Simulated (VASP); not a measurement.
A run of VASP 6.6.1:

INCAR

```
PREC = Accurate
ENCUT = 500
EDIFF = 1E-6
ISMEAR = 1
SIGMA = 0.1
LREAL = False
LASPH = True
NELM = 120
ALGO = Normal
ISIF = 2
LWAVE = False
LCHARG = True
GGA = PS
LELF = True
LVHAR = True
NBANDS = 12
GGA_COMPAT = False
```

KPOINTS

```
regular mesh
0
Gamma
  9 9 9
```

File POSCAR:

```
Au
1.0
    0.0000000000      2.0411780961      2.0411780961
    2.0411780961      0.0000000000      2.0411780961
    2.0411780961      2.0411780961      0.0000000000
Au
1
Direct
    0.0000000000      0.0000000000      0.0000000000
```

Potentials or basis: VASP PAW PBE potentials, release 64 (Au).

Command:

```sh
$ cat potpaw_PBE.64/Au/POTCAR > POTCAR
$ mpirun -np 1 vasp_std > vasp.out
```

Hardware: 1 thread of AMD EPYC 7R43 64-Core Processor (Zen 3), with other jobs on the host.

Estimate the wall time of this run.

Wall time 10 s on 1 thread of AMD EPYC 7R43 64-Core Processor (Zen 3) (shared host), peak memory 0.11 GiB. Counts: scf iterations 11, k points 35.
